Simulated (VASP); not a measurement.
# Ti15PO32 (a cell with a defect) in VASP: electric field gradients with PBE

Aim: the electric field gradients of Ti15PO32 (a cell with a defect) with PBE.

All numbers are computed with VASP 6.6.1; they aren't measurements. Logs are shortened: lines on timing, memory, paths and dates and some standing lists are left out, and cuts for length are marked.

**1. The cell of the first run**

The cell holds a defect, 48 atoms: a = 8.573 Å, b = 7.778 Å, c = 8.573 Å, α = 111.91°, β = 111.11°, γ = 109.39°.

**2. Electric field gradients, PBE**

File INCAR:

```
SYSTEM = Ti15PO32
PREC = Accurate ; ENCUT = 520
EDIFF = 1E-8 ; ISMEAR = -1
SIGMA = 0.01 ; LREAL = Auto
LASPH = .TRUE. ; NELM = 100
ALGO = Normal ; ISIF = 2
LWAVE = .FALSE. ; LCHARG = .FALSE.
GGA = PE ; LEFG = .TRUE.
NELECT = 376.0 ; NBANDS = 218
```

File KPOINTS:

```
Automatic mesh
0
G
  3 3 3
  0 0 0
```

File POSCAR:

```
Ti15PO32
1.0
   -5.2971993865      4.8490000000      4.6827502206
    3.8808006135     -4.8490000000      4.6827502206
    5.2971993865      4.8490000000     -4.6827502206
P Ti O
1 15 32
Direct
    0.1315000000      0.2635000000      0.1770000000
    0.6315000000      0.7635000000      0.1770000000
    0.6315000000      0.2635000000      0.6770000000
    0.1315000000      0.7635000000      0.6770000000
    0.4135000000      0.4865000000      0.6180000000
    0.9135000000      0.9865000000      0.6180000000
    0.9135000000      0.4865000000      0.1180000000
    0.4135000000      0.9865000000      0.1180000000
    0.8685000000      0.7365000000      0.8230000000
    0.3685000000      0.2365000000      0.8230000000
    0.3685000000      0.7365000000      0.3230000000
    0.8685000000      0.2365000000      0.3230000000
    0.5865000000      0.5135000000      0.3820000000
    0.0865000000      0.0135000000      0.3820000000
    0.0865000000      0.5135000000      0.8820000000
    0.5865000000      0.0135000000      0.8820000000
    0.3145000000      0.1690000000      0.2015000000
    0.8145000000      0.6690000000      0.2015000000
    0.8145000000      0.1690000000      0.7015000000
    0.3145000000      0.6690000000      0.7015000000
    0.5325000000      0.5810000000      0.8955000000
    0.0325000000      0.0810000000      0.8955000000
    0.0325000000      0.5810000000      0.3955000000
    0.5325000000      0.0810000000      0.3955000000
    0.6855000000      0.8310000000      0.7985000000
    0.1855000000      0.3310000000      0.7985000000
    0.1855000000      0.8310000000      0.2985000000
    0.6855000000      0.3310000000      0.2985000000
    0.4675000000      0.4190000000      0.1045000000
    0.9675000000      0.9190000000      0.1045000000
    0.9675000000      0.4190000000      0.6045000000
    0.4675000000      0.9190000000      0.6045000000
    0.5950000000      0.4440000000      0.5760000000
    0.0950000000      0.9440000000      0.5760000000
    0.0950000000      0.4440000000      0.0760000000
    0.5950000000      0.9440000000      0.0760000000
    0.1320000000      0.3060000000      0.4010000000
    0.6320000000      0.8060000000      0.4010000000
    0.6320000000      0.3060000000      0.9010000000
    0.1320000000      0.8060000000      0.9010000000
    0.4050000000      0.5560000000      0.4240000000
    0.9050000000      0.0560000000      0.4240000000
    0.9050000000      0.5560000000      0.9240000000
    0.4050000000      0.0560000000      0.9240000000
    0.8680000000      0.6940000000      0.5990000000
    0.3680000000      0.1940000000      0.5990000000
    0.3680000000      0.6940000000      0.0990000000
    0.8680000000      0.1940000000      0.0990000000
```

Potentials or basis: VASP PAW PBE potentials, release 64 (P, Ti_sv, O).

Started as:

```bash
> cat potpaw_PBE.64/P/POTCAR potpaw_PBE.64/Ti_sv/POTCAR potpaw_PBE.64/O/POTCAR > POTCAR
> mpirun -np 1 vasp_std > vasp.out
```

OUTCAR:

```text
SYSTEM = Ti15PO32
   PREC = Accurate
   ENCUT = 520
   EDIFF = 1E-8
   ISMEAR = -1
   LREAL = Auto
   LASPH = .TRUE.
   NELM = 100
   ISIF = 2
   GGA = PE
   NELECT = 376.0

 ion  position               nearest neighbor table
   1  0.132  0.264  0.177-  37 1.82  48 1.92  17 1.92  22 1.93  35 1.96  41 2.11  30 2.27  12 2.93

   2  0.632  0.764  0.177-  38 1.82  47 1.92  18 1.92  21 1.93  36 1.96  42 2.11  29 2.27
   3  0.632  0.264  0.677-  39 1.82  46 1.92  19 1.92  24 1.93  33 1.96  43 2.11  32 2.27
   4  0.132  0.764  0.677-  40 1.82  45 1.92  20 1.92  23 1.93  34 1.96  44 2.11  31 2.27
   5  0.413  0.486  0.618-  33 1.82  41 1.92  21 1.92  20 1.93  37 1.96  46 2.11  25 2.27
   6  0.913  0.986  0.618-  34 1.82  42 1.92  22 1.92  19 1.93  38 1.96  45 2.11  26 2.27
   7  0.913  0.486  0.118-  35 1.82  43 1.92  23 1.92  18 1.93  39 1.96  48 2.11  27 2.27
   8  0.413  0.986  0.118-  36 1.82  44 1.92  24 1.92  17 1.93  40 1.96  47 2.11  28 2.27
   9  0.868  0.736  0.823-  45 1.82  40 1.92  25 1.92  30 1.93  43 1.96  33 2.11  22 2.27
  10  0.368  0.236  0.823-  46 1.82  39 1.92  26 1.92  29 1.93  44 1.96  34 2.11  21 2.27
  11  0.368  0.736  0.323-  47 1.82  38 1.92  27 1.92  32 1.93  41 1.96  35 2.11  24 2.27
  12  0.868  0.236  0.323-  48 1.82  37 1.92  28 1.92  31 1.93  42 1.96  36 2.11  23 2.27   1 2.93

  13  0.587  0.514  0.382-  41 1.82  33 1.92  29 1.92  28 1.93  45 1.96  38 2.11  17 2.27
  14  0.087  0.014  0.382-  42 1.82  34 1.92  30 1.92  27 1.93  46 1.96  37 2.11  18 2.27
  15  0.087  0.514  0.882-  43 1.82  35 1.92  31 1.92  26 1.93  47 1.96  40 2.11  19 2.27
  16  0.587  0.014  0.882-  44 1.82  36 1.92  32 1.92  25 1.93  48 1.96  39 2.11  20 2.27
  17  0.315  0.169  0.202-   1 1.92   8 1.93  13 2.27
  18  0.815  0.669  0.202-   2 1.92   7 1.93  14 2.27
  19  0.815  0.169  0.702-   3 1.92   6 1.93  15 2.27
  20  0.315  0.669  0.702-   4 1.92   5 1.93  16 2.27
  21  0.532  0.581  0.895-   5 1.92   2 1.93  10 2.27
  22  0.032  0.081  0.895-   6 1.92   1 1.93   9 2.27
[... 12 lines left out ...]
  35  0.095  0.444  0.076-   7 1.82  15 1.92   1 1.96  11 2.11
  36  0.595  0.944  0.076-   8 1.82  16 1.92   2 1.96  12 2.11
  37  0.132  0.306  0.401-   1 1.82  12 1.92   5 1.96  14 2.11
  38  0.632  0.806  0.401-   2 1.82  11 1.92   6 1.96  13 2.11
[... 8 lines left out ...]
  47  0.368  0.694  0.099-  11 1.82   2 1.92  15 1.96   8 2.11
  48  0.868  0.194  0.099-  12 1.82   1 1.92  16 1.96   7 2.11

  LATTYP: Found a base centered monoclinic cell.
 ALAT       =    12.1636775739
 B/A-ratio  =     0.7972917681
 C/A-ratio  =     0.7545415393
 COS(beta)  =    -0.6380965937

  Lattice vectors:

 A1 = (  -3.8808006135,  -4.8490000000,  -4.6827502206)
 A2 = (  -3.8808006135,   4.8490000000,  -4.6827502206)
 A3 = (   9.1780000000,   0.0000000000,   0.0000000000)

Analysis of symmetry for initial positions (statically):
=====================================================================
 Subroutine PRICEL returns:
 Original cell was already a primitive cell.

 Routine SETGRP: Setting up the symmetry group for a
 base centered monoclinic supercell.

 Subroutine GETGRP returns: Found  1 space group operations
 (whereof  1 operations were pure point group operations)
 out of a pool of  4 trial point group operations.

The static configuration has the point symmetry C_1 .

Analysis of symmetry for dynamics (positions and initial velocities):
=====================================================================
 Subroutine PRICEL returns:
 Original cell was already a primitive cell.

 Routine SETGRP: Setting up the symmetry group for a
 base centered monoclinic supercell.

 Subroutine GETGRP returns: Found  1 space group operations
 (whereof  1 operations were pure point group operations)
 out of a pool of  4 trial point group operations.

The dynamic configuration has the point symmetry C_1 .

 Subroutine INISYM returns: Found  1 space group operations
 (whereof  1 operations are pure point group operations),
 and found     1 'primitive' translations

----------------------------------------------------------------------------------------

                                     Primitive cell
[... 179 lines left out ...]
   ISYM   =      2    0-nonsym 1-usesym 2-fastsym
   POTIM  = 0.5000    time-step for ionic-motion
   TEBEG  =    0.0;   TEEND  =   0.0 temperature during run
   PSTRESS=    0.0 pullay stress
   NELECT =     376.0000    total number of electrons
   NUPDOWN=      -1.0000    fix difference up-down
   EMIN   =  10.00;   EMAX   =-10.00  energy-range for DOS
   EFERMI =   0.00;   METHOD = LEGACY
   ISMEAR =    -1;   SIGMA  =   0.01  broadening in eV -4-tet -1-fermi 0-gaus
   EFERMI_NEDOS =   21; number of points for ismear=-14 and -15
   IALGO  =     38    algorithm
   IMIX   =      4    mixing-type and parameters
     AMIX     =   0.40;   BMIX     =  1.00
     AMIX_MAG =   1.60;   BMIX_MAG =  1.00
  volume/ion in A,a.u.               =       8.68        58.60
  Fermi-wavevector in a.u.,A,eV,Ry     =   1.581832  2.989229 34.044398  2.502193
  Thomas-Fermi vector in A             =   2.681848
   LORBIT       =      0    0 simple, 1 ext, 2 COOP (PROOUT), +10 PAW based schemes
   GGA     = PE    functional components
   LHFCALC =     F    Hartree Fock is set to
   AEXX    =    0.0000 exact exchange contribution
   IVDW    =     0    specifies the selected vdW correction
   LEPSILON=     F    determine dielectric tensor
   LRPA    =     F    only Hartree local field effects (RPA)
 non-spin polarized calculation
  energy-cutoff  :      520.00
  volume of cell :      416.80
 maximum number of plane-waves:     11262
   NGX = 31   NGY = 29   NGZ = 31

 number of electron     375.9999931 magnetization

 Free energy of the ion-electron system (eV)
  ---------------------------------------------------
  ext. energy  EPLUGINS =         0.00000000
  ---------------------------------------------------
  free energy    TOTEN  =      -407.24756437 eV

  energy without entropy =     -407.24756434  energy(sigma->0) =     -407.24756436

 E-fermi :   7.9545     XC(G=0): -12.5194

 val. band max:        7.8093385690   @ k =  -0.3333  -0.3333   0.3333
 cond. band min:       8.1055260989   @ k =   0.0000   0.3333   0.3333
 fundamental gap:      0.2961875298
 Fermi energy:         7.9545490671

 k-point     1 :       0.0000    0.0000    0.0000
  band No.  band energies     occupation
      1     -49.6013      2.00000
      2     -49.5554      2.00000
      3     -49.5303      2.00000
      4     -49.5266      2.00000
      5     -49.5094      2.00000
      6     -49.5083      2.00000
[... 2831 lines left out ...]
    199      10.0164      0.00000
    200      10.0701      0.00000
 [bands above 200 left out]

------------------------ aborting loop because EDIFF is reached ----------------------------------------

  FORCE on cell =-STRESS in cart. coord.  units (eV):
  Direction    XX          YY          ZZ          XY          YZ          ZX
  --------------------------------------------------------------------------------------
  -------------------------------------------------------------------------------------
  Total       51.4632063     70.2365534     84.4238205     -1.7452702      1.0392164    -23.0434379
  in kB      197.8227327    269.9868104    324.5221600     -6.7087567      3.9947108    -88.5781550
  external PRESSURE =     264.1105677 kB  Pullay stress =       0.0000000 kB

 VOLUME and BASIS-vectors are now :
 -----------------------------------------------------------------------------
  energy-cutoff  :      520.00
  volume of cell :      416.80
      direct lattice vectors                 reciprocal lattice vectors
    -5.297199386  4.849000000  4.682750221     0.000000000  0.103114044  0.106774860
     3.880800613 -4.849000000  4.682750221     0.108956200  0.000000000  0.123252936
     5.297199386  4.849000000 -4.682750221     0.108956200  0.103114044  0.016478076

 POSITION                                       TOTAL-FORCE (eV/Angst)
 -----------------------------------------------------------------------------------
      1.26361      0.21821      1.02084        -5.639815     -0.280956     -2.160067
      0.55541      0.21821      5.70359        -6.047360      0.633157      0.673819
      1.26361      5.06721      1.02084        -5.715430      0.842153      0.719781
      5.85261      0.21821      1.02084        -5.982614      0.706292      0.843168
      2.97129      2.64271      1.32054         6.289491      1.561670     -0.677811
      2.26309      2.64271      6.00329         5.756352      0.173451     -0.498654
[... 40 lines left out ...]
      1.26833     -1.10072      4.50949        -0.336977     -3.404403      1.202063
     -3.32067      3.74828      4.50949        -1.509178     -1.049165      3.266477
 -----------------------------------------------------------------------------------
    total drift:                                0.002863     -0.004709      0.002437

  FREE ENERGIE OF THE ION-ELECTRON SYSTEM (eV)
  ---------------------------------------------------
  free  energy   TOTEN  =      -407.2475643705 eV

  energy  without entropy=     -407.2475643413  energy(sigma->0) =     -407.24756436

 Electric field gradients (V/A^2)
---------------------------------------------------------------------
 ion       V_xx      V_yy      V_zz      V_xy      V_xz      V_yz
---------------------------------------------------------------------
   1     -12.204    -3.187    15.391    -8.550    11.777    -0.165
   2     -17.259   -42.368    59.628   -26.304    42.765     7.058
   3     -17.129   -42.147    59.276   -26.281    42.592     6.829
   4     -17.769   -42.235    60.004   -27.092    42.922     6.812
   5     -17.161   -43.844    61.005    27.715    42.062    -6.395
   6     -19.072   -36.004    55.076    33.662    40.728    -9.911
[... 40 lines left out ...]
  47     -10.991    20.810    -9.819   -12.425    -0.434     8.386
  48     -23.788    24.419    -0.631   -37.528   -31.183    46.785
---------------------------------------------------------------------

 Electric field gradients after diagonalization (V/A^2)
 (convention: |V_zz| > |V_xx| > |V_yy|)
----------------------------------------------------------------------
 ion       V_xx      V_yy      V_zz     asymmetry (V_yy - V_xx)/ V_zz
----------------------------------------------------------------------
   1      20.181     0.124   -20.306       0.988
   2     -66.482   -12.364    78.847       0.686
   3     -66.171   -12.292    78.463       0.687
   4     -67.265   -11.967    79.232       0.698
   5     -68.047   -11.524    79.572       0.710
   6     -71.408    -1.878    73.287       0.949
[... 40 lines left out ...]
  47     -16.354   -10.516    26.870       0.217
  48     -46.419   -36.245    82.664       0.123
----------------------------------------------------------------------

           NMR quadrupolar parameters

 Cq : quadrupolar parameter    Cq=e*Q*V_zz/h
 eta: asymmetry parameters     (V_yy - V_xx)/ V_zz
 Q  : nuclear electric quadrupole moment in mb (millibarn)
----------------------------------------------------------------------
 ion       Cq(MHz)       eta       Q (mb)
----------------------------------------------------------------------
   1      -0.049       0.988       1.000
   2       0.191       0.686       1.000
   3       0.190       0.687       1.000
   4       0.192       0.698       1.000
   5       0.192       0.710       1.000
   6       0.177       0.949       1.000
[... 40 lines left out ...]
  47       0.065       0.217       1.000
  48       0.200       0.123       1.000
----------------------------------------------------------------------
```

It took 59 min on 1 thread of AMD EPYC 9R45 (Zen 5), shared host; peak memory 1 GiB.

What came out:

```
Free energy                             : -407.2476 eV
Largest force                           : 6.796 eV/Å
Largest electric field gradient by atom : P -20.3; Ti +78.8, +78.5, +79.2, +79.6, +73.3, +79.9, +74.0, +79.4, +78.4, +82.0, +80.3, +75.6 (each value once); O +149.1, -38.7, +37.3, -38.4, +38.5, +115.8, -36.5, +28.8, -33.5, +37.9, +37.4, +34.3, +33.7, -49.8, +37.1, +27.5, +29.1, +99.8, +24.7, +94.3, +27.9, +27.6, +28.9, +66.2, +26.7, +30.1, +29.5, +26.0, +29.0, +26.9, +82.7 (each value once) V/Å²
```

Forces on the atoms (eV/Å):
```
P   -5.640 -0.281 -2.160
Ti  -6.047  0.633  0.674
Ti  -5.715  0.842  0.720
Ti  -5.983  0.706  0.843
Ti   6.289  1.562 -0.678
Ti   5.756  0.173 -0.499
Ti   6.632  0.278 -0.945
Ti   4.854  0.700 -0.626
Ti   5.556 -0.543 -0.915
Ti   5.826 -0.653 -0.706
Ti   6.072 -0.788 -0.507
Ti   6.582 -0.989 -1.375
Ti  -6.166 -0.483  1.209
Ti  -5.977 -0.087  0.344
Ti  -6.313 -0.957  1.088
Ti  -5.943 -1.100  0.594
O    4.382 -1.452  0.779
O    1.703  0.006  1.196
O    1.729 -0.054  1.128
O    1.651  0.052  1.098
O   -1.777 -0.041 -1.122
O    0.540  1.805 -1.219
O   -1.884 -0.022 -1.199
O   -1.703 -0.355 -1.007
O   -1.862 -0.125 -1.139
O   -1.703 -0.061 -1.151
O   -1.821 -0.004 -1.128
O   -1.740 -0.011 -1.182
O    1.822  0.133  1.155
O    1.905 -0.295  1.673
O    1.687  0.026  1.154
O    1.674 -0.005  1.118
O   -0.397  3.304  1.240
O   -0.352  3.331  1.187
O   -0.620  5.468 -0.095
O   -0.271  3.267  1.207
O   -2.927  0.855  1.464
O    0.485  3.398 -1.278
O    0.385  3.424 -1.199
O    0.400  3.410 -1.259
O    0.124 -4.047 -2.022
O    0.438 -3.310 -0.951
O    0.436 -3.182 -1.233
O    0.404 -3.223 -1.226
O   -0.194 -3.329  1.269
O   -0.450 -3.523  1.210
O   -0.337 -3.404  1.202
O   -1.509 -1.049  3.266
```

Levels at points of the mesh, in eV from the Fermi level:
```tsv
k point	band 185	band 186	band 187	band 188	band 189	band 190	band 191	band 192
(0.00, 0.00, 0.00)	-0.35	-0.35	-0.30	-0.19	0.18	1.21	1.51	1.58
```

Electric field gradients, principal values (V/Å²):
```
 atom    least   middle  greatest (by size)
  1 P    0.124   20.181             -20.306
 2 Ti  -12.364  -66.482              78.847
 3 Ti  -12.292  -66.171              78.463
 4 Ti  -11.967  -67.265              79.232
 5 Ti  -11.524  -68.047              79.572
 6 Ti   -1.878  -71.408              73.287
 7 Ti  -12.959  -66.946              79.905
 8 Ti  -18.152  -55.805              73.957
 9 Ti  -12.825  -66.619              79.444
10 Ti  -12.177  -66.270              78.446
11 Ti  -13.633  -68.327              81.960
12 Ti  -10.890  -67.505              78.395
13 Ti  -13.959  -66.318              80.278
14 Ti  -12.902  -67.362              80.264
15 Ti   -3.934  -71.712              75.646
16 Ti  -11.906  -67.508              79.414
 17 O  -60.063  -89.043             149.106
 18 O    1.801   36.923             -38.724
 19 O   -2.912  -34.418              37.330
 20 O    1.108   37.287             -38.395
 21 O   -2.663  -35.830              38.493
 22 O  -29.902  -85.867             115.770
 23 O    0.383   36.121             -36.504
 24 O   -3.211  -25.545              28.756
 25 O    3.472   30.072             -33.544
 26 O   -2.997  -34.869              37.866
 27 O   -3.442  -33.931              37.373
 28 O   -8.985  -25.348              34.333
 29 O   -5.403  -28.264              33.667
 30 O   12.787   37.031             -49.818
 31 O   -6.156  -31.263              37.419
 32 O   -2.922  -34.189              37.111
 33 O  -11.029  -16.438              27.467
 34 O  -13.100  -15.950              29.050
 35 O  -46.069  -53.764              99.833
 36 O   -9.557  -15.135              24.692
 37 O  -25.464  -68.822              94.287
 38 O  -11.101  -16.769              27.870
 39 O  -11.677  -15.948              27.625
 40 O  -12.512  -16.428              28.940
 41 O  -19.302  -46.908              66.209
 42 O   -7.448  -19.240              26.688
 43 O  -12.629  -17.502              30.131
 44 O  -12.419  -17.066              29.486
 45 O   -8.257  -17.776              26.033
 46 O  -12.334  -16.657              28.992
 47 O  -10.516  -16.354              26.870
 48 O  -36.245  -46.419              82.664
```

Caveat: the cell carries a net charge on a neutralising background, which shifts energy and pressure; the cell is charged against a uniform background, so pressure and absolute levels hang on convention; without QUAD_EFG the Cq values of the log hold for a quadrupole moment of 1 mb, not for the nuclei.
